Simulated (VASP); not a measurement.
# Si2Ni: relaxation of cell and atoms with PBE+D3(BJ)

The system is Si2Ni.

```
CELL_PARAMETERS angstrom
0.00000 2.69316 2.69316
2.69316 0.00000 2.69316
2.69316 2.69316 0.00000
ATOMIC_POSITIONS crystal
Si 0.25000 0.25000 0.25000
Si 0.75000 0.75000 0.75000
Ni 0.00000 0.00000 0.00000
```

* Program: VASP 6.6.1
* Task: relaxation of cell and atoms
* Functional: PBE
* Dispersion: D3(BJ)
* Potentials or basis: VASP PAW PBE potentials, release 64 (Si, Ni)
* Cutoff: 600 eV
* k mesh: 14 × 14 × 14
* Occupations: gaussian, width 0.1 eV
* Spin: no spin polarisation
* Dipole correction: no
* Further INCAR settings: ALGO = Normal; EDIFF = 1e-07; IBRION = 2; EDIFFG = -0.01; NSW = 100; ISIF = 3

| Quantity | Value |
| --- | --- |
| Relaxed volume | 12.98 Å³/atom |
| Relaxed cell | a = 3.805 Å, b = 3.805 Å, c = 3.805 Å, α = 60.00°, β = 60.00°, γ = 60.00° |
| Space group after relaxing (to 0.05 Å) | Fm-3m (No. 225) |
| Energy gained by relaxing | 0.1 meV/atom |
| Ionic steps | 3 |
| Pressure after relaxing | 0.0 GPa |
| Band gap on the k mesh | zero (band 9 reaches 12.38 eV, above the bottom of band 10 at 10.26 eV) |
| Dispersion energy per atom | -0.452 eV |

The path:
```tsv
step	energy change (eV)	largest force (eV/Å)	pressure (GPa)	volume (Å³)
1	0.0000	0.0000	-0.48	39.07
2	0.0000	0.0000	0.42	38.85
3	-0.0002	0.0000	0.01	38.95
```

Final structure:
```yaml
crystal:
  lattice:
    - [0.00000, 2.69039, 2.69039]
    - [2.69039, 0.00000, 2.69039]
    - [2.69039, 2.69039, 0.00000]
  atoms:
    - { symbol: Si, position: [0.25000, 0.25000, 0.25000] }
    - { symbol: Si, position: [0.75000, 0.75000, 0.75000] }
    - { symbol: Ni, position: [0.00000, 0.00000, 0.00000] }
```

Levels at points of the mesh, in eV from the Fermi level:
```
           k point  band 7  band 8  band 9  band 10  band 11  band 12
(0.00, 0.00, 0.00)   -0.24    1.67    1.67     1.67     2.21     2.21
(0.50, 0.00, 0.00)   -3.44   -1.53   -1.53     1.76     1.76     1.76
(0.50, 0.50, 0.00)   -3.72   -3.55   -3.22    -0.45     1.34     7.67
```

Run time: 93 s on 1 thread of Intel(R) Xeon(R) Platinum 8488C (Sapphire Rapids), with other jobs on the host, peak memory 0.23 GiB.

Caveat: pairwise dispersion overbinds metals, which lowers pressure and volume. Spin polarisation is off, so any magnetic state and its effect on volume and gap are missing.
